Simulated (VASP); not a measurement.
# SiCl (P4/mmm) in VASP: relaxation of cell and atoms with PBE

Aim: the relaxation of cell and atoms of SiCl with PBE.

Program: VASP 6.6.1. These are calculated values, not measurements. Logs are shortened: lines on timing, memory, paths and dates and some standing lists are left out, and cuts for length are marked.

## Step 1: The cell of the first run

Symmetry: P4/mmm, No. 123, tetragonal system. Conventional cell: a = 3.194 Å, b = 3.194 Å, c = 4.186 Å, α = 90.00°, β = 90.00°, γ = 90.00°. Si (site symmetry 4/mmm) has 8 Cl at 3.08 Å and 6 Si at 3.19 to 4.19 Å within 4.2 Å. Within 4.2 Å of Cl (site symmetry 4/mmm) lie 8 Si at 3.08 Å and 6 Cl at 3.19 to 4.19 Å.

## Step 2: Relaxation of cell and atoms, PBE

INCAR reads:

```
SYSTEM = SiCl
PREC = Accurate ; ENCUT = 600
EDIFF = 1E-6 ; ISMEAR = 0
SIGMA = 0.1 ; LREAL = .False.
LASPH = .True. ; NELM = 80
ALGO = Normal ; ISIF = 3
LWAVE = .False. ; LCHARG = .False.
GGA = PE ; IBRION = 2
NSW = 100 ; EDIFFG = -0.01
```

KPOINTS reads:

```
regular mesh
0
Gamma
  18 18 14
  0 0 0
```

POSCAR reads:

```
SiCl
1.0
    3.1935381067      0.0000000000      0.0000000000
    0.0000000000      3.1935381067      0.0000000000
    0.0000000000      0.0000000000      4.1858160184
Si Cl
1 1
Direct
    0.5000000000      0.5000000000      0.5000000000
    0.0000000000      0.0000000000      0.0000000000
```

Potentials or basis: VASP PAW PBE potentials, release 64 (Si, Cl).

Command:

```bash
$ cat potpaw_PBE.64/Si/POTCAR potpaw_PBE.64/Cl/POTCAR > POTCAR
$ mpirun -np 1 vasp_std > vasp.out
```

OUTCAR:

```text
SYSTEM = SiCl
   PREC = Accurate
   ENCUT = 600
   EDIFF = 1E-6
   ISMEAR = 0
   LREAL = .False.
   LASPH = .True.
   NELM = 80
   ISIF = 3
   GGA = PE
   IBRION = 2
   NSW = 100
   EDIFFG = -0.01

 ion  position               nearest neighbor table
   1  0.500  0.500  0.500-
   2  0.000  0.000  0.000-

  LATTYP: Found a simple tetragonal cell.
 ALAT       =     3.1935381067
 C/A-ratio  =     1.3107142857

  Lattice vectors:

 A1 = (   3.1935381067,   0.0000000000,   0.0000000000)
 A2 = (   0.0000000000,   3.1935381067,   0.0000000000)
 A3 = (   0.0000000000,   0.0000000000,   4.1858160184)

Analysis of symmetry for initial positions (statically):
=====================================================================
 Subroutine PRICEL returns:
 Original cell was already a primitive cell.

 Routine SETGRP: Setting up the symmetry group for a
 simple tetragonal supercell.

 Subroutine GETGRP returns: Found 16 space group operations
 (whereof 16 operations were pure point group operations)
 out of a pool of 16 trial point group operations.

The static configuration has the point symmetry D_4h.

Analysis of symmetry for dynamics (positions and initial velocities):
=====================================================================
 Subroutine PRICEL returns:
 Original cell was already a primitive cell.

 Routine SETGRP: Setting up the symmetry group for a
 simple tetragonal supercell.

 Subroutine GETGRP returns: Found 16 space group operations
 (whereof 16 operations were pure point group operations)
 out of a pool of 16 trial point group operations.

The dynamic configuration has the point symmetry D_4h.

 Subroutine INISYM returns: Found 16 space group operations
 (whereof 16 operations are pure point group operations),
 and found     1 'primitive' translations

----------------------------------------------------------------------------------------

                                     Primitive cell

  volume of cell :      42.6898

  direct lattice vectors                    reciprocal lattice vectors
     3.193538107  0.000000000  0.000000000     0.313132321  0.000000000  0.000000000
     0.000000000  3.193538107  0.000000000     0.000000000  0.313132321  0.000000000
     0.000000000  0.000000000  4.185816018     0.000000000  0.000000000  0.238902043

  length of vectors
     3.193538107  3.193538107  4.185816018     0.313132321  0.313132321  0.238902043

[... 97 lines left out ...]
   IALGO  =     38    algorithm
   IMIX   =      4    mixing-type and parameters
     AMIX     =   0.40;   BMIX     =  1.00
     AMIX_MAG =   1.60;   BMIX_MAG =  1.00
  volume/ion in A,a.u.               =      21.34       144.04
  Fermi-wavevector in a.u.,A,eV,Ry     =   1.041752  1.968626 14.765681  1.085247
  Thomas-Fermi vector in A             =   2.176387
   LORBIT       =      0    0 simple, 1 ext, 2 COOP (PROOUT), +10 PAW based schemes
   GGA     = PE    functional components
   LHFCALC =     F    Hartree Fock is set to
   AEXX    =    0.0000 exact exchange contribution
   IVDW    =     0    specifies the selected vdW correction
   LEPSILON=     F    determine dielectric tensor
   LRPA    =     F    only Hartree local field effects (RPA)
 conjugate gradient relaxation of ions
 non-spin polarized calculation
 Gauss-broadening in eV      SIGMA  =   0.10
  energy-cutoff  :      600.00
  volume of cell :       42.69
 maximum number of plane-waves:      1441
 NGX is ok and might be reduce to    28
   NGX = 13   NGY = 13   NGZ = 17

--------------------------------------- Ionic step        1  -------------------------------------------

 number of electron      10.9999998 magnetization

 Free energy of the ion-electron system (eV)
  ---------------------------------------------------
  ext. energy  EPLUGINS =         0.00000000
  ---------------------------------------------------
  free energy    TOTEN  =        -6.18681429 eV

  energy without entropy =       -6.17917636  energy(sigma->0) =       -6.18299533

------------------------ aborting loop because EDIFF is reached ----------------------------------------

  FORCE on cell =-STRESS in cart. coord.  units (eV):
  Direction    XX          YY          ZZ          XY          YZ          ZX
  --------------------------------------------------------------------------------------
  -------------------------------------------------------------------------------------
  Total       -1.0400213     -1.0400213     -0.6706906      0.0000000      0.0000000     -0.0000000
  in kB      -39.0326886    -39.0326886    -25.1714614      0.0000000      0.0000000     -0.0000000
  external PRESSURE =     -34.4122796 kB  Pullay stress =       0.0000000 kB
[... 203 lines left out ...]
--------------------------------------- Ionic step        7  -------------------------------------------

 number of electron      10.9999998 magnetization

 Free energy of the ion-electron system (eV)
  ---------------------------------------------------
  ext. energy  EPLUGINS =         0.00000000
  ---------------------------------------------------
  free energy    TOTEN  =        -6.23459419 eV

  energy without entropy =       -6.22806589  energy(sigma->0) =       -6.23133004

 E-fermi :   5.8898     XC(G=0):  -9.9762

 val. band max:        5.8859222088   @ k =   0.4444   0.3333   0.2143
 cond. band min:       5.8948045885   @ k =   0.4444   0.2222   0.2857
 fundamental gap:      0.0088823797
 Fermi energy:         5.8898190168

 k-point     1 :       0.0000    0.0000    0.0000
  band No.  band energies     occupation
      1     -10.8233      2.00000
      2      -1.9914      2.00000
      3       0.2914      2.00000
      4       3.5939      2.00000
      5       3.5939      2.00000
      6       9.4674      0.00000
      7      10.5114      0.00000
      8      11.0875      0.00000
      9      11.0875      0.00000
[... 265 lines left out ...]
 k-point    24 :       0.3333    0.1111    0.0000
  band No.  band energies     occupation
      1     -10.0200      2.00000
      2      -2.0984      2.00000
      3       1.4339      2.00000
      4       1.8924      2.00000
      5       3.6380      2.00000
      6       5.7728      1.90201
      7       7.3050      0.00000
      8       9.7583      0.00000
      9      13.9220      0.00000

 [... further k-points ...]

------------------------ aborting loop because EDIFF is reached ----------------------------------------

  FORCE on cell =-STRESS in cart. coord.  units (eV):
  Direction    XX          YY          ZZ          XY          YZ          ZX
  --------------------------------------------------------------------------------------
  -------------------------------------------------------------------------------------
  Total        0.0156630      0.0156630      0.0178441      0.0000000      0.0000000      0.0000000
  in kB        0.6442562      0.6442562      0.7339698      0.0000000      0.0000000      0.0000000
  external PRESSURE =       0.6741607 kB  Pullay stress =       0.0000000 kB
[... 17 lines left out ...]
  FREE ENERGIE OF THE ION-ELECTRON SYSTEM (eV)
  ---------------------------------------------------
  free  energy   TOTEN  =        -6.2345941949 eV

  energy  without entropy=       -6.2280658949  energy(sigma->0) =       -6.23133004

 reached required accuracy - stopping structural energy minimisation
```

OSZICAR:

```text
N       E                     dE             d eps       ncg     rms          rms(c)
DAV:   1     0.355041699152E+02    0.35504E+02   -0.47887E+03  7920   0.107E+03
DAV:   2    -0.447022066996E+01   -0.39974E+02   -0.38623E+02 12536   0.139E+02
[... 51 lines left out ...]
   6 F= -.62345874E+01 E0= -.62313401E+01  d E =-.239992E-02
       N       E                     dE             d eps       ncg     rms          rms(c)
DAV:   1    -0.623462593300E+01   -0.38323E-04   -0.33164E-03  8055   0.448E-01    0.361E-02
DAV:   2    -0.623460316572E+01    0.22767E-04   -0.72325E-05  9426   0.729E-02    0.193E-02
DAV:   3    -0.623459397549E+01    0.91902E-05   -0.23975E-05  8502   0.376E-02    0.436E-03
DAV:   4    -0.623459419490E+01   -0.21940E-06   -0.15560E-06  4829   0.111E-02
   7 F= -.62345942E+01 E0= -.62313300E+01  d E =-.240668E-02
```

CONTCAR:

```text
SiCl
   1.00000000000000
     3.0575419233936172    0.0000000000000000   -0.0000000000000000
     0.0000000000000000    3.0575419233936172    0.0000000000000000
     0.0000000000000001    0.0000000000000000    4.1665967526032368
  Si              Cl
     1     1
Direct
     0.5000000000000000    0.5000000000000000    0.5000000000000000
     0.0000000000000000    0.0000000000000000    0.0000000000000000

  0.00000000E+00  0.00000000E+00  0.00000000E+00
  0.00000000E+00  0.00000000E+00  0.00000000E+00
```

It took 3.5 min on 1 thread of Intel Xeon 6975P-C (Granite Rapids), shared host; peak memory 0.35 GiB.

What came out:

```yaml
Free_energy: -6.2346 eV
Relaxed_volume: 19.48 Å³/atom
Relaxed_cell: a = 3.058 Å, b = 3.058 Å, c = 4.167 Å, α = 90.00°, β = 90.00°, γ = 90.00°
Space_group_after_relaxing_to_0.1_Å: P4/mmm (No. 123)
Energy_gained_by_relaxing: 23.9 meV/atom
Ionic_steps: 7
Pressure_after_relaxing: 0.1 GPa
Band_gap_on_the_k_mesh: zero (an odd number of electrons rules out a gap without spin polarisation)
```

The path:
```csv
step,energy change (eV),largest force (eV/Å),pressure (GPa),volume (Å³)
1,0.0000,0.0000,-3.44,42.69
2,-0.0417,0.0000,-1.02,39.92
3,-0.0454,0.0000,0.05,38.96
4,-0.0454,0.0000,0.13,38.88
5,-0.0464,0.0000,0.11,38.90
6,-0.0478,0.0000,0.06,38.96
7,-0.0478,0.0000,0.07,38.95
```

Final structure:
```
Si Cl
1.0
     3.05754    0.00000    0.00000
     0.00000    3.05754    0.00000
     0.00000    0.00000    4.16660
Si Cl
1 1
Direct
  0.50000 0.50000 0.50000
  0.00000 0.00000 0.00000
```

Caveat: an odd number of electrons without spin polarisation forces a metal; a magnetic or distorted state may lie lower.
